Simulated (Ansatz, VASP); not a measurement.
# PbF2: VASP beside Ansatz

The input POSCAR:

```
PbF2
1.0
    0.0000000000      3.0026599987      3.0026599987
    3.0026599987      0.0000000000      3.0026599987
    3.0026599987      3.0026599987      0.0000000000
Pb F
1 2
Direct
    0.0000000000      0.0000000000      0.0000000000
    0.7500000000      0.7500000000      0.7500000000
    0.2500000000      0.2500000000      0.2500000000
```

The input INCAR.step1:

```
  ALGO = Normal
  EDIFF = 1E-5
  ENCUT = 660
  GGA = PE
  GGA_COMPAT = F
  ISMEAR = -1
  LASPH = T
  LCHARG = F
  LREAL = F
  LWAVE = T
  NBANDS = 21
  NELM = 120
  PREC = Accurate
  SIGMA = 0.05
```

INCAR.step2

```
  ALGO = Normal
  EDIFF = 1E-6
  ENCUT = 660
  GGA_COMPAT = F
  ISIF = 2
  ISMEAR = -1
  ISTART = 1
  LASPH = T
  LCHARG = T
  LELF = T
  LMIXTAU = T
  LREAL = F
  LVHAR = T
  LWAVE = F
  METAGGA = R2SCAN
  NBANDS = 21
  NELM = 120
  PREC = Accurate
  SIGMA = 0.05
```

Contents of KPOINTS:

```
k-points
0
Gamma
  8 8 8
```

Contents of input.yaml:

```yaml
crystal:
  lattice:
    - [0.0, 3.0026599987, 3.0026599987]
    - [3.0026599987, 0.0, 3.0026599987]
    - [3.0026599987, 3.0026599987, 0.0]
  atoms:
    - { symbol: Pb, position: [0.0, 0.0, 0.0] }
    - { symbol: F, position: [0.75, 0.75, 0.75] }
    - { symbol: F, position: [0.25, 0.25, 0.25] }
hamiltonian:
  xc: r2scan
  pseudopotentials: { kind: paw }
kpoints:
  mp_grid: { grid: [8, 8, 8] }
scf:
  occupations: { method: fermi_dirac, width: 0.05 }
output:
  forces: true
  stress: true
  eigenvalues: true
  write_density: true
  write_potential: true
  elf: true
  volumetric_format: npy
```

Alike in both runs: task single point; functional r2SCAN; k mesh 8 × 8 × 8; occupations fermi-dirac, width 0.05 eV; no spin polarisation.

```csv
,VASP,Ansatz
version,VASP 6.6.1,Ansatz 0.2.0
potentials or method,"VASP PAW PBE potentials, release 64 (Pb_d, F)",Ansatz PAW
plane-wave cutoff (eV),660,500
valence electrons in the cell,28,28
```

```csv
,VASP,Ansatz,Ansatz less VASP
gap on the k mesh at the Fermi level (eV),4.94,4.94,-0.003
least direct gap on the mesh (eV),5.08,5.08,-0.004
pressure (GPa),-3.1,-3.0,+0.17
```

VASP's potentials were made for PBE, not for r2SCAN. The functional is the same, so the differences come from potentials, cutoffs and numerics.

Neither program's run includes spin-orbit coupling.
